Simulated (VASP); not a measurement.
Wanted: the native input for a VASP 6.6.1 run.

```
Task                   : single point
Functional             : r2SCAN
Potentials or basis    : VASP PAW PBE potentials, release 64 (Zn, S)
Cutoff                 : 520 eV
k mesh                 : 6 × 4 × 4
Occupations            : gaussian, width 0.05 eV
Spin                   : no spin polarisation
Dipole correction      : no
Further INCAR settings : ALGO = Normal; EDIFF = 1e-06; NBANDS = 46
```

ZnS:

```xyz
8
Lattice="-3.8067 0.0000 0.0000 0.0000 0.0000 -6.2457 0.0000 -6.5934 0.0000" Properties=species:S:1:pos:R:3 pbc="T T T"
Zn   -1.9034   -1.0914   -6.2356
Zn    0.0000   -4.4031   -6.1989
Zn    0.0000   -2.1903   -3.0657
Zn   -1.9034   -5.5021   -3.1024
S    -1.9034   -1.0176   -3.7866
S     0.0000   -4.4770   -3.8748
S     0.0000   -2.1165   -0.8401
S    -1.9034   -5.5759   -0.7519
```

This cell differs from its parent crystal: atoms displaced along a vibrational mode.

The input as run:

POSCAR

```
ZnS
1.0
   -3.8067217533      0.0000000000      0.0000000000
    0.0000000000      0.0000000000     -6.2457351331
    0.0000000000     -6.5934354870      0.0000000000
Zn S
4 4
Direct
    0.5000000000      0.9983750704      0.1655245653
    0.0000000000      0.9925065047      0.6678073554
    0.0000000000      0.4908487882      0.3321912319
    0.5000000000      0.4967173539      0.8344740220
    0.5000000000      0.6062636518      0.1543287572
    0.0000000000      0.6203880707      0.6790074571
    0.0000000000      0.1345124896      0.3209954238
    0.5000000000      0.1203880707      0.8456741237
```

INCAR.step1

```
SYSTEM = ZnS
ALGO = Normal
EDIFF = 1E-4
ENCUT = 520
GGA = PE
ISMEAR = 0
LASPH = .TRUE.
LCHARG = .FALSE.
LREAL = .FALSE.
LWAVE = .TRUE.
NBANDS = 46
NELM = 100
PREC = Accurate
SIGMA = 0.05
```

INCAR.step2

```
SYSTEM = ZnS
ALGO = Normal
EDIFF = 1E-6
ENCUT = 520
ISIF = 2
ISMEAR = 0
ISTART = 1
LASPH = .TRUE.
LCHARG = .FALSE.
LMIXTAU = .TRUE.
LREAL = .FALSE.
LWAVE = .FALSE.
METAGGA = R2SCAN
NBANDS = 46
NELM = 100
PREC = Accurate
SIGMA = 0.05
```

KPOINTS

```
k-points
0
G
  6 4 4
  0 0 0
```

Potentials or basis: VASP PAW PBE potentials, release 64 (Zn, S).

Command:

```sh
$ cat potpaw_PBE.64/Zn/POTCAR potpaw_PBE.64/S/POTCAR > POTCAR
$ cp INCAR.step1 INCAR
$ mpirun -np 1 vasp_std > vasp.out
$ cp INCAR.step2 INCAR
$ mpirun -np 1 vasp_std > vasp.out
```

It gave:

```
Pressure               : 0.8 GPa
Largest force          : 1.743 eV/Å
Band gap on the k mesh : 2.73 eV
```

Caveat: the cell differs from its parent crystal (atoms displaced along a vibrational mode); the PAW data sets were made with another functional, which shifts forces and pressure a little.

Wall time 23 min on 1 thread of Oxide Virtual Turin-like Processor, on a shared host, peak memory 0.37 GiB.
